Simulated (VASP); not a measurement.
## P: relaxation of shape and atoms at fixed volume with PBEsol

P:

```xyz
2
Lattice="1.7031 0.9833 2.9050 -1.7031 0.9833 2.9050 0.0000 -1.9665 2.9050" Properties=species:S:1:pos:R:3 pbc="T T T"
P     0.0000    0.0000    2.0356
P     0.0000    0.0000    6.6795
```

This cell differs from its parent crystal: volume scaled by 0.97.

```yaml
Program: VASP 6.6.1
Task: relaxation of shape and atoms at fixed volume
Functional: PBEsol
Potentials_or_basis: VASP PAW PBE potentials, release 64 (P)
Cutoff: 600 eV
k_mesh: 15 × 15 × 15
Occupations: gaussian, width 0.1 eV
Spin: no spin polarisation
Dipole_correction: no
Further_INCAR_settings: ALGO = Normal; EDIFF = 1e-06; IBRION = 2; EDIFFG = -0.01; NSW = 50; ISIF = 4
```

```json
{
 "Energy gained by relaxing": "1.3 meV/atom",
 "Ionic steps": "6",
 "Pressure after relaxing": "2.3 GPa",
 "Band gap on the k mesh": "zero (band 5 reaches 10.81 eV, above the bottom of band 6 at 9.26 eV)"
}
```

Step by step:
| step | energy change (eV) | largest force (eV/Å) | pressure (GPa) | volume (Å³) |
| --- | --- | --- | --- | --- |
| 1 | 0.0000 | 0.1489 | 3.58 | 29.19 |
| 2 | -0.0017 | 0.0634 | 3.03 | 29.19 |
| 3 | -0.0023 | 0.0206 | 2.36 | 29.19 |
| 4 | -0.0023 | 0.0156 | 2.41 | 29.19 |
| 5 | -0.0025 | 0.0047 | 2.34 | 29.19 |
| 6 | -0.0025 | 0.0008 | 2.31 | 29.19 |

Final structure:
```cif
data_structure
_symmetry_space_group_name_H-M 'P 1'
_symmetry_Int_Tables_number 1
_cell_length_a 3.4938
_cell_length_b 3.4938
_cell_length_c 3.4938
_cell_angle_alpha 58.594
_cell_angle_beta 58.594
_cell_angle_gamma 58.594
_cell_volume 29.19
loop_
_atom_site_label
_atom_site_type_symbol
_atom_site_fract_x
_atom_site_fract_y
_atom_site_fract_z
_atom_site_occupancy
P1 P 0.23527 0.23527 0.23527 1
P2 P 0.76473 0.76473 0.76473 1
```

Levels at points of the mesh, in eV from the Fermi level:
```csv
k point,band 3,band 4,band 5,band 6,band 7,band 8
"(0.00, 0.00, 0.00)",-2.64,-2.64,-2.04,2.54,3.50,3.50
```

It took 2.7 min on 1 thread of Intel(R) Xeon(R) Platinum 8559C (Emerald Rapids), with other jobs on the host, peak memory 0.21 GiB.

Caveat: the cell differs from its parent crystal (volume scaled by 0.97); the PAW data sets were made with another functional, which shifts forces and pressure a little.
